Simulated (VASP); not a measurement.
KCl:

```
CELL_PARAMETERS angstrom
3.75194 0.00000 0.00000
0.00000 3.75194 0.00000
0.00000 0.00000 3.77601
ATOMIC_POSITIONS crystal
K 0.00000 0.00000 0.00000
Cl 0.50000 0.50000 0.50000
```

This cell differs from its parent crystal: epitaxial xy strain -0.5%.

Base run:

| Quantity | Value |
| --- | --- |
| Program | VASP 6.6.1 |
| Functional | r2SCAN |
| Potentials or basis | VASP PAW PBE potentials, release 64 (K_sv, Cl) |
| Cutoff | 520 eV |
| k mesh | 8 × 8 × 8 |
| Occupations | gaussian, width 0.01 eV |
| Spin | no spin polarisation |

Its results: band gap on the k mesh 5.84 eV, indirect (least direct gap 6.06 eV); pressure 0.2 GPa.

**Question.** The run is repeated on the same cell with these changes: functional from r2SCAN to PBE; occupations from gaussian, width 0.01 eV to fermi-dirac, width 0.02 eV. What comes out?

**Answer.** Band gap on the k mesh 5.06 eV, indirect (least direct gap 5.27 eV); pressure 1.3 GPa.

Caveats: the PAW data sets were made with another functional, which shifts forces and pressure a little (some runs).

A k mesh can miss the band edges.
